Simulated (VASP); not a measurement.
Input of a VASP 6.6.1 run:

File POSCAR:

```
Mg
1.0
    3.1362686042      0.0000000000      0.0000000000
   -1.5681343021      2.7160882843      0.0000000000
    0.0000000000      0.0000000000      2.8802002335
Mg
1
Direct
    0.0000000000      0.0000000000      0.0000000000
```

Contents of INCAR.step1:

```
SYSTEM = Mg
PREC = Accurate ; ENCUT = 520
ISMEAR = 0 ; SIGMA = 0.15
LREAL = .FALSE. ; LASPH = .TRUE.
NELM = 60 ; NBANDS = 7
GGA = PE ; ALGO = Normal
EDIFF = 1E-4 ; LWAVE = .TRUE.
LCHARG = .FALSE.
```

INCAR.step2

```
SYSTEM = Mg
PREC = Accurate ; ENCUT = 520
EDIFF = 1E-6 ; ISMEAR = 0
SIGMA = 0.15 ; LREAL = .FALSE.
LASPH = .TRUE. ; NELM = 60
ALGO = Normal ; ISIF = 2
LWAVE = .FALSE. ; LCHARG = .TRUE.
METAGGA = R2SCAN ; LMIXTAU = .TRUE.
LELF = .TRUE. ; LVHAR = .TRUE.
NBANDS = 7 ; ISTART = 1
```

Contents of KPOINTS:

```
regular mesh
0
G
  21 21 18
  0 0 0
```

Potentials or basis: VASP PAW PBE potentials, release 64 (Mg).

Launch:

```sh
$ cat potpaw_PBE.64/Mg/POTCAR > POTCAR
$ cp INCAR.step1 INCAR
$ mpirun -np 1 vasp_std > vasp.out
$ cp INCAR.step2 INCAR
$ mpirun -np 1 vasp_std > vasp.out
```

(1) Estimate the band gap on the k mesh.

(2) Estimate the pressure.

Results:

(1) zero (bands 1 and 2 overlap by 5.94 eV).

(2) 0.1 GPa.

Caveat: the stress differs along the axes, from -2 to 4 GPa; the PAW data sets were made with another functional, which shifts forces and pressure a little.
